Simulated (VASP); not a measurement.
# BN (P6_3/mmc) in VASP: notebook, part 2 of 2

VASP 6.6.1. Earlier steps stand in the parts before.

## (4) Single point, PBEsol (volume scaled by 0.96)

Contents of INCAR:

```
  PREC = Accurate
  ENCUT = 520
  EDIFF = 1E-7
  ISMEAR = -1
  SIGMA = 0.05
  LREAL = F
  LASPH = T
  NELM = 80
  ALGO = Normal
  ISIF = 2
  LWAVE = F
  LCHARG = F
  GGA = PS
  NBANDS = 16
```

Contents of KPOINTS:

```
Automatic mesh
0
Gamma
  12 12 4
```

Contents of POSCAR:

```
BN
1.0
    2.4644758610      0.0000000000      0.0000000000
   -1.2322379305      2.1342987027      0.0000000000
    0.0000000000      0.0000000000      6.5460173847
N B
2 2
Direct
    0.6666666667      0.3333333333      0.2500000000
    0.3333333333      0.6666666667      0.7500000000
    0.6666666667      0.3333333333      0.7500000000
    0.3333333333      0.6666666667      0.2500000000
```

Potentials or basis: VASP PAW PBE potentials, release 64 (N, B).

On the command line:

```bash
cat potpaw_PBE.64/N/POTCAR potpaw_PBE.64/B/POTCAR > POTCAR
mpirun -np 1 vasp_std > vasp.out
```

OUTCAR:

```text
PREC = Accurate
   ENCUT = 520
   EDIFF = 1E-7
   ISMEAR = -1
   LREAL = F
   LASPH = T
   NELM = 80
   ISIF = 2
   GGA = PS

 ion  position               nearest neighbor table
   1  0.667  0.333  0.250-   4 1.42   4 1.42   4 1.42
   2  0.333  0.667  0.750-   3 1.42   3 1.42   3 1.42
   3  0.667  0.333  0.750-   2 1.42   2 1.42   2 1.42
   4  0.333  0.667  0.250-   1 1.42   1 1.42   1 1.42

  LATTYP: Found a hexagonal cell.
 ALAT       =     2.4644758610
 C/A-ratio  =     2.6561499296

  Lattice vectors:

 A1 = (   2.4644758610,   0.0000000000,   0.0000000000)
 A2 = (  -1.2322379305,   2.1342987027,   0.0000000000)
 A3 = (   0.0000000000,   0.0000000000,   6.5460173847)

Analysis of symmetry for initial positions (statically):
=====================================================================
 Subroutine PRICEL returns:
 Original cell was already a primitive cell.

 Routine SETGRP: Setting up the symmetry group for a
 hexagonal supercell.

 Subroutine GETGRP returns: Found 24 space group operations
 (whereof 12 operations were pure point group operations)
 out of a pool of 24 trial point group operations.

The static configuration has the point symmetry D_3d.
 The point group associated with its full space group is D_6h.

Analysis of symmetry for dynamics (positions and initial velocities):
=====================================================================
 Subroutine PRICEL returns:
 Original cell was already a primitive cell.

 Routine SETGRP: Setting up the symmetry group for a
 hexagonal supercell.

 Subroutine GETGRP returns: Found 24 space group operations
 (whereof 12 operations were pure point group operations)
 out of a pool of 24 trial point group operations.

The dynamic configuration has the point symmetry D_3d.
 The point group associated with its full space group is D_6h.

 Subroutine INISYM returns: Found 24 space group operations
 (whereof 12 operations are pure point group operations),
 and found     1 'primitive' translations

[... 119 lines left out ...]
  volume/ion in A,a.u.               =       8.61        58.09
  Fermi-wavevector in a.u.,A,eV,Ry     =   1.268029  2.396227 21.876774  1.607898
  Thomas-Fermi vector in A             =   2.401146
   LORBIT       =      0    0 simple, 1 ext, 2 COOP (PROOUT), +10 PAW based schemes
   GGA     = PS    functional components
   LHFCALC =     F    Hartree Fock is set to
   AEXX    =    0.0000 exact exchange contribution
   IVDW    =     0    specifies the selected vdW correction
   LEPSILON=     F    determine dielectric tensor
   LRPA    =     F    only Hartree local field effects (RPA)
 non-spin polarized calculation
  energy-cutoff  :      520.00
  volume of cell :       34.43
 maximum number of plane-waves:       946
   NGX =  9   NGY =  9   NGZ = 25

 number of electron      15.9999998 magnetization

 Free energy of the ion-electron system (eV)
  ---------------------------------------------------
  ext. energy  EPLUGINS =         0.00000000
  ---------------------------------------------------
  free energy    TOTEN  =       -36.49173060 eV

  energy without entropy =      -36.49173060  energy(sigma->0) =      -36.49173060

 E-fermi :   3.5690     XC(G=0): -10.4986

 val. band max:        2.5118338157   @ k =   0.3333   0.3333   0.5000
 cond. band min:       6.7307982867   @ k =   0.5000  -0.0000   0.0000
 fundamental gap:      4.2189644709
 Fermi energy:         3.5689798758

 k-point     1 :       0.0000    0.0000    0.0000
  band No.  band energies     occupation
      1     -15.5484      2.00000
      2     -15.2151      2.00000
      3      -4.0862      2.00000
      4      -1.7866      2.00000
      5       1.2662      2.00000
      6       1.2662      2.00000
[... 433 lines left out ...]
      3      -4.4730      2.00000
      4      -4.4080      2.00000
      5      -1.1035      2.00000
      6      -1.0564      2.00000
[... 8 lines left out ...]
     15      19.7441      0.00000
     16      21.8623      0.00000

 [... further k-points ...]

------------------------ aborting loop because EDIFF is reached ----------------------------------------

  FORCE on cell =-STRESS in cart. coord.  units (eV):
  Direction    XX          YY          ZZ          XY          YZ          ZX
  --------------------------------------------------------------------------------------
  -------------------------------------------------------------------------------------
  Total        4.2029712      4.2029712      0.2642924     -0.0000000      0.0000000      0.0000000
  in kB      195.5735285    195.5735285     12.2981088     -0.0000000      0.0000000      0.0000000
  external PRESSURE =     134.4817219 kB  Pullay stress =       0.0000000 kB

 VOLUME and BASIS-vectors are now :
 -----------------------------------------------------------------------------
  energy-cutoff  :      520.00
  volume of cell :       34.43
      direct lattice vectors                 reciprocal lattice vectors
     2.464475861  0.000000000  0.000000000     0.405765792  0.234268989  0.000000000
    -1.232237930  2.134298703  0.000000000     0.000000000  0.468537979  0.000000000
     0.000000000  0.000000000  6.546017385     0.000000000  0.000000000  0.152764642

 POSITION                                       TOTAL-FORCE (eV/Angst)
 -----------------------------------------------------------------------------------
      1.23224      0.71143      1.63650         0.000000     -0.000000      0.000000
     -0.00000      1.42287      4.90951         0.000000      0.000000      0.000000
      1.23224      0.71143      4.90951         0.000000     -0.000000      0.000000
     -0.00000      1.42287      1.63650        -0.000000      0.000000      0.000000
 -----------------------------------------------------------------------------------
    total drift:                               -0.000000      0.000000      0.000000

  FREE ENERGIE OF THE ION-ELECTRON SYSTEM (eV)
  ---------------------------------------------------
  free  energy   TOTEN  =       -36.4917305982 eV

  energy  without entropy=      -36.4917305981  energy(sigma->0) =      -36.49173060
```

OSZICAR:

```text
N       E                     dE             d eps       ncg     rms          rms(c)
DAV:   1     0.428047799973E+02    0.42805E+02   -0.80877E+03  1840   0.929E+02
DAV:   2    -0.373597767419E+02   -0.80165E+02   -0.73062E+02  2560   0.221E+02
DAV:   3    -0.402268679036E+02   -0.28671E+01   -0.28591E+01  2288   0.404E+01
DAV:   4    -0.402437194652E+02   -0.16852E-01   -0.16849E-01  2320   0.344E+00
DAV:   5    -0.402438659400E+02   -0.14647E-03   -0.14647E-03  2312   0.304E-01    0.115E+01
DAV:   6    -0.369298602611E+02    0.33140E+01   -0.49521E+00  2344   0.171E+01    0.529E+00
DAV:   7    -0.365822777488E+02    0.34758E+00   -0.60401E-01  2440   0.567E+00    0.320E+00
DAV:   8    -0.364953909923E+02    0.86887E-01   -0.22054E-01  2288   0.321E+00    0.456E-01
DAV:   9    -0.364911019434E+02    0.42890E-02   -0.14176E-02  2048   0.971E-01    0.192E-01
DAV:  10    -0.364916566146E+02   -0.55467E-03   -0.92758E-04  2152   0.240E-01    0.284E-02
DAV:  11    -0.364917213321E+02   -0.64718E-04   -0.55941E-05  2184   0.588E-02    0.216E-02
DAV:  12    -0.364917305599E+02   -0.92278E-05   -0.18336E-05  2048   0.290E-02    0.174E-03
DAV:  13    -0.364917305982E+02   -0.38220E-07   -0.42668E-07  2448   0.523E-03
   1 F= -.36491731E+02 E0= -.36491731E+02  d E =-.609918E-10
```

It took 60 s on 1 thread of AMD EPYC 7R13, shared host; peak memory 0.12 GiB.

Results:

| Quantity | Value |
| --- | --- |
| Free energy | -36.4917 eV |
| Pressure | 13.4 GPa |
| Band gap on the k mesh | 4.22 eV, indirect (least direct gap 4.67 eV) |

Caveat: the PAW data sets were made with another functional, which shifts forces and pressure a little; this functional lacks dispersion, which binds the layers, so the pressure and a relaxed spacing across them are unreliable. A k mesh can miss the band edges.

## (5) Single point, PBEsol (volume scaled by 0.98)

Contents of INCAR:

```
  PREC = Accurate
  ENCUT = 520
  EDIFF = 1E-6
  ISMEAR = -1
  SIGMA = 0.05
  LREAL = False
  LASPH = True
  NELM = 80
  ALGO = Normal
  ISIF = 2
  LWAVE = False
  LCHARG = False
  GGA = PS
  NBANDS = 16
```

KPOINTS is that of step 4.

Contents of POSCAR:

```
BN
1.0
    2.4814727834      0.0000000000      0.0000000000
   -1.2407363917      2.1490184693      0.0000000000
    0.0000000000      0.0000000000      6.5911637588
N B
2 2
Direct
    0.6666666667      0.3333333333      0.2500000000
    0.3333333333      0.6666666667      0.7500000000
    0.6666666667      0.3333333333      0.7500000000
    0.3333333333      0.6666666667      0.2500000000
```

On the command line:

```bash
cat potpaw_PBE.64/N/POTCAR potpaw_PBE.64/B/POTCAR > POTCAR
mpirun -np 1 vasp_std > vasp.out
```

It took 65 s on 1 thread of AMD EPYC 7R13, shared host; peak memory 0.12 GiB.

It converged, with:

```
Free energy            : -36.5396 eV
Pressure               : 7.7 GPa
Band gap on the k mesh : 4.20 eV, indirect (least direct gap 4.64 eV)
```

Stress tensor (GPa, compression positive):
```
11.06  0.00  0.00
 0.00 11.06  0.00
 0.00  0.00  1.00
```

Levels at points of the mesh, in eV from the valence-band top:
| k point | band 5 | band 6 | band 7 | band 8 | band 9 | band 10 | band 11 | band 12 |
| --- | --- | --- | --- | --- | --- | --- | --- | --- |
| (0.00, 0.00, 0.00) | -1.27 | -1.27 | -1.23 | -1.23 | 5.10 | 10.36 | 11.73 | 11.73 |
| (0.50, 0.00, 0.00) | -4.18 | -4.11 | -1.51 | -0.44 | 4.20 | 5.68 | 9.70 | 10.18 |
| (0.00, 0.00, 0.50) | -1.25 | -1.25 | -1.25 | -1.25 | 7.57 | 7.57 | 11.80 | 11.80 |
| (0.50, 0.00, 0.50) | -4.14 | -4.14 | -0.96 | -0.96 | 4.69 | 4.69 | 10.14 | 10.14 |

Caveat: the PAW data sets were made with another functional, which shifts forces and pressure a little; this functional lacks dispersion, which binds the layers, so the pressure and a relaxed spacing across them are unreliable.

## (6) Single point, PBEsol (volume scaled by 1.04)

Contents of INCAR:

```
PREC = Accurate ; ENCUT = 520
EDIFF = 1E-6 ; ISMEAR = -1
SIGMA = 0.05 ; LREAL = False
LASPH = True ; NELM = 60
ALGO = Normal ; ISIF = 2
LWAVE = False ; LCHARG = True
GGA = PS ; LELF = True
LVHAR = True ; NBANDS = 16
```

Contents of KPOINTS:

```
regular mesh
0
Gamma
  12 12 4
```

Contents of POSCAR:

```
BN
1.0
    2.5311153490      0.0000000000      0.0000000000
   -1.2655576745      2.1920101922      0.0000000000
    0.0000000000      0.0000000000      6.7230218559
N B
2 2
Direct
    0.6666666667      0.3333333333      0.2500000000
    0.3333333333      0.6666666667      0.7500000000
    0.6666666667      0.3333333333      0.7500000000
    0.3333333333      0.6666666667      0.2500000000
```

Potentials or basis: VASP PAW PBE potentials, release 64 (N, B).

On the command line:

```bash
cat potpaw_PBE.64/N/POTCAR potpaw_PBE.64/B/POTCAR > POTCAR
mpirun -np 1 vasp_std > vasp.out
```

Wall time 88 s (1 thread of AMD EPYC 7R13, shared host); peak memory 0.13 GiB.

The run converged. Its results:

```
Free energy            : -36.5441 eV
Pressure               : -6.7 GPa
Band gap on the k mesh : 4.14 eV, indirect (least direct gap 4.50 eV)
```

Stress tensor (GPa, compression positive):
```
-10.29   0.00   0.00
  0.00 -10.29   0.00
  0.00   0.00   0.46
```

Levels at points of the mesh, in eV from the valence-band top:
```
           k point  band 6  band 7  band 8  band 9  band 10  band 11
(0.00, 0.00, 0.00)   -1.34   -1.31   -1.31    4.98     9.93    11.24
(0.50, 0.00, 0.00)   -4.02   -1.40   -0.42    4.14     5.47     9.15
(0.00, 0.00, 0.50)   -1.32   -1.32   -1.32    7.28     7.28    11.30
(0.50, 0.00, 0.50)   -4.05   -0.90   -0.90    4.59     4.59     9.52
```

Caveat: the PAW data sets were made with another functional, which shifts forces and pressure a little; this functional lacks dispersion, which binds the layers, so the pressure and a relaxed spacing across them are unreliable. A k mesh can miss the band edges.

## (7) The runs side by side

| level | cell | k mesh | gap on the mesh (eV) | pressure (GPa) |
| --- | --- | --- | --- | --- |
| r2SCAN | a = 2.498, b = 2.498, c = 6.636 Å, angles 90.0, 90.0, 120.0°, 4 atoms | 7 × 7 × 3 | 5.13 | 1.5 |
| PBEsol | a = 2.498, b = 2.498, c = 6.636 Å, angles 90.0, 90.0, 120.0°, 4 atoms | 12 × 12 × 4 | 4.18 | 2.5 |
| PBEsol | a = 2.464, b = 2.464, c = 6.546 Å, angles 90.0, 90.0, 120.0°, 4 atoms | 12 × 12 × 4 | 4.22 | 13.4 |
| PBEsol | a = 2.481, b = 2.481, c = 6.591 Å, angles 90.0, 90.0, 120.0°, 4 atoms | 12 × 12 × 4 | 4.20 | 7.7 |
| PBEsol | a = 2.531, b = 2.531, c = 6.723 Å, angles 90.0, 90.0, 120.0°, 4 atoms | 12 × 12 × 4 | 4.14 | -6.7 |

Alike in all rows: task single point; potentials or basis VASP PAW PBE potentials, release 64 (N, B); no spin polarisation; cutoff (eV) 520; smearing fermi-dirac 0.05 eV.

Caveats: the PAW data sets were made with another functional, which shifts forces and pressure a little; this functional lacks dispersion, which binds the layers, so the pressure and a relaxed spacing across them are unreliable (some runs).

Absolute energies hang on the potentials; compare differences alone.
